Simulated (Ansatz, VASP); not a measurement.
CuI in VASP and in Ansatz

```
Cu I
1.0
     0.00000    2.94522    2.82922
     2.82922    0.00000    2.82922
     2.82922    2.94522    0.00000
Cu I
1 1
Direct
  0.75000 0.75000 0.75000
  0.00000 0.00000 0.00000
```

Alike in both runs: task single point; functional PBE; k mesh 8 × 8 × 8; occupations gaussian, width 0.05 eV; no spin polarisation.

|  | VASP | Ansatz |
| --- | --- | --- |
| version | VASP 6.6.1 | Ansatz 0.2.0 |
| potentials or method | VASP PAW PBE potentials, release 64 (Cu, I), cutoff 520 eV | scalar-relativistic, plane waves, PAW |
| valence electrons in the cell | 18 | 36 |

```csv
,VASP,Ansatz,Ansatz less VASP
gap on the k mesh at the Fermi level (eV),1.62,1.59,-0.028
least direct gap on the mesh (eV),1.62,1.59,-0.028
pressure (GPa),11.2,10.7,-0.44
"traceless stress, the component that is largest in VASP (GPa)",-0.36,-0.37,-0.006
```

The functional is the same, so the differences come from potentials, cutoffs and numerics. VASP's potentials hold 18 valence electrons a cell and Ansatz's 36, so a difference there can come from the potentials and not from the codes.

Spin-orbit coupling is off throughout.
